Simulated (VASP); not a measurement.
# CaTlH3 (Pm-3m) in VASP: further runs, part 2 of 2

VASP 6.6.1. Earlier steps stand in the parts before.

## (3) Relaxation of cell and atoms, PBEsol

This run uses another cell than the first one, of 18.22 Å³/atom, 1.232 times its volume.

File INCAR:

```
SYSTEM = CaTlH3
PREC     = Accurate       ! precision mode
ENCUT    = 600            ! plane-wave cutoff, eV
EDIFF    = 1E-6           ! SCF threshold, eV
ISMEAR   = -1             ! smearing method
SIGMA    = 0.03           ! smearing width, eV
LREAL    = .False.        ! projectors in reciprocal space
LASPH    = .True.         ! aspherical terms in the spheres
NELM     = 60             ! most SCF steps
ALGO     = Normal         ! electronic algorithm
ISIF     = 3              ! what is computed and relaxed
LWAVE    = .False.        ! write WAVECAR
LCHARG   = .False.        ! write CHGCAR
GGA      = PS             ! functional
IBRION   = 2              ! ionic algorithm
NSW      = 100            ! ionic steps
EDIFFG   = -0.01          ! ionic threshold
```

File KPOINTS:

```
Automatic mesh
0
Gamma
  6 6 6
  0 0 0
```

File POSCAR:

```
CaTlH3
1.0
    4.4991834700      0.0000000000      0.0000000000
    0.0000000000      4.4991834700      0.0000000000
    0.0000000000      0.0000000000      4.4991834700
Ca Tl H
1 1 3
Direct
    0.0000000000      0.0000000000      0.0000000000
    0.5000000000      0.5000000000      0.5000000000
    0.0000000000      0.5000000000      0.5000000000
    0.5000000000      0.0000000000      0.5000000000
    0.5000000000      0.5000000000      0.0000000000
```

Potentials or basis: VASP PAW PBE potentials, release 64 (Ca_sv, Tl_d, H).

On the command line:

```sh
$ cat potpaw_PBE.64/Ca_sv/POTCAR potpaw_PBE.64/Tl_d/POTCAR potpaw_PBE.64/H/POTCAR > POTCAR
$ mpirun -np 1 vasp_std > vasp.out
```

OUTCAR:

```text
SYSTEM = CaTlH3
   PREC = Accurate
   ENCUT = 600
   EDIFF = 1E-6
   ISMEAR = -1
   LREAL = .False.
   LASPH = .True.
   NELM = 60
   ISIF = 3
   GGA = PS
   IBRION = 2
   NSW = 100
   EDIFFG = -0.01

 ion  position               nearest neighbor table
   1  0.000  0.000  0.000-
   2  0.500  0.500  0.500-   3 2.25   4 2.25   5 2.25   5 2.25   4 2.25   3 2.25
   3  0.000  0.500  0.500-   2 2.25   2 2.25
   4  0.500  0.000  0.500-   2 2.25   2 2.25
   5  0.500  0.500  0.000-   2 2.25   2 2.25

  LATTYP: Found a simple cubic cell.
 ALAT       =     4.4991834700

  Lattice vectors:

 A1 = (   4.4991834700,   0.0000000000,   0.0000000000)
[... 184 lines left out ...]
  Direction    XX          YY          ZZ          XY          YZ          ZX
  --------------------------------------------------------------------------------------
  -------------------------------------------------------------------------------------
  Total       -2.6675883     -2.6675883     -2.6675883      0.0000000     -0.0000000      0.0000000
  in kB      -46.9275921    -46.9275921    -46.9275921      0.0000000     -0.0000000      0.0000000
  external PRESSURE =     -46.9275921 kB  Pullay stress =       0.0000000 kB
[... 143 lines left out ...]
--------------------------------------- Ionic step        5  -------------------------------------------

 number of electron      25.9999996 magnetization

 Free energy of the ion-electron system (eV)
  ---------------------------------------------------
  ext. energy  EPLUGINS =         0.00000000
  ---------------------------------------------------
  free energy    TOTEN  =       -13.48493162 eV

  energy without entropy =      -13.48147452  energy(sigma->0) =      -13.48320307

 E-fermi :   4.9176     XC(G=0):  -9.3714

 val. band max:        4.8702648595   @ k =   0.3333   0.3333   0.0000
 cond. band min:       4.9739657873   @ k =   0.5000   0.0000   0.0000
 fundamental gap:      0.1037009279
 Fermi energy:         4.9176097174

 k-point     1 :       0.0000    0.0000    0.0000
  band No.  band energies     occupation
      1     -37.9452      2.00000
      2     -18.9896      2.00000
      3     -18.9896      2.00000
      4     -18.9896      2.00000
      5      -7.7956      2.00000
      6      -7.7956      2.00000
[... 421 lines left out ...]
  FREE ENERGIE OF THE ION-ELECTRON SYSTEM (eV)
  ---------------------------------------------------
  free  energy   TOTEN  =       -13.4849316199 eV

  energy  without entropy=      -13.4814745231  energy(sigma->0) =      -13.48320307

 reached required accuracy - stopping structural energy minimisation
```

OSZICAR:

```text
N       E                     dE             d eps       ncg     rms          rms(c)
DAV:   1     0.165938744039E+03    0.16594E+03   -0.13887E+04   680   0.155E+03
DAV:   2    -0.696447528486E+01   -0.17290E+03   -0.17152E+03   705   0.332E+02
DAV:   3    -0.138324253100E+02   -0.68680E+01   -0.67182E+01  1218   0.563E+01
[... 47 lines left out ...]
DAV:   3    -0.134849196955E+02    0.90904E-03   -0.36170E-03   949   0.542E-01    0.110E-01
DAV:   4    -0.134849230354E+02   -0.33399E-05   -0.37224E-04  1109   0.111E-01    0.494E-02
DAV:   5    -0.134849333336E+02   -0.10298E-04   -0.87886E-05  1284   0.533E-02    0.213E-02
DAV:   6    -0.134849312942E+02    0.20394E-05   -0.10142E-05   834   0.326E-02    0.853E-03
DAV:   7    -0.134849316199E+02   -0.32576E-06   -0.15941E-06   594   0.127E-02
   5 F= -.13484932E+02 E0= -.13483203E+02  d E =-.307458E+00
```

It took 1.7 min on 1 thread of Intel Xeon Platinum 8375C at 2.90GHz (Ice Lake), shared host; peak memory 0.24 GiB.

What came out:

```yaml
Free_energy: -13.4849 eV
Relaxed_volume: 14.80 Å³/atom
Relaxed_cell: a = 4.198 Å, b = 4.198 Å, c = 4.198 Å, α = 90.00°, β = 90.00°, γ = 90.00°
Space_group_after_relaxing_to_0.05_Å: Pm-3m (No. 221)
Energy_gained_by_relaxing: 61.5 meV/atom
Ionic_steps: 5
Pressure_after_relaxing: 0.0 GPa
Band_gap_on_the_k_mesh: zero (band 13 reaches 5.42 eV, above the bottom of band 14 at 4.43 eV)
```

Step by step:
| step | energy change (eV) | largest force (eV/Å) | pressure (GPa) | volume (Å³) |
| --- | --- | --- | --- | --- |
| 1 | 0.0000 | 0.0000 | -4.69 | 91.08 |
| 2 | -0.1798 | 0.0000 | -3.58 | 84.22 |
| 3 | -0.3001 | 0.0000 | -1.00 | 76.23 |
| 4 | -0.3073 | 0.0000 | 0.17 | 73.62 |
| 5 | -0.3075 | 0.0000 | -0.01 | 73.98 |

Final structure:
```xyz
5
Lattice="4.1980 0.0000 0.0000 0.0000 4.1980 0.0000 0.0000 0.0000 4.1980" Properties=species:S:1:pos:R:3 pbc="T T T"
Ca    0.0000    0.0000    0.0000
Tl    2.0990    2.0990    2.0990
H     0.0000    2.0990    2.0990
H     2.0990    0.0000    2.0990
H     2.0990    2.0990    0.0000
```

Caveat: the volume moved by over 15 % at a fixed basis, so the end points are rough; the PAW data sets were made with another functional, which shifts forces and pressure a little; spin-orbit coupling is left out, which moves the levels of the heavy elements.
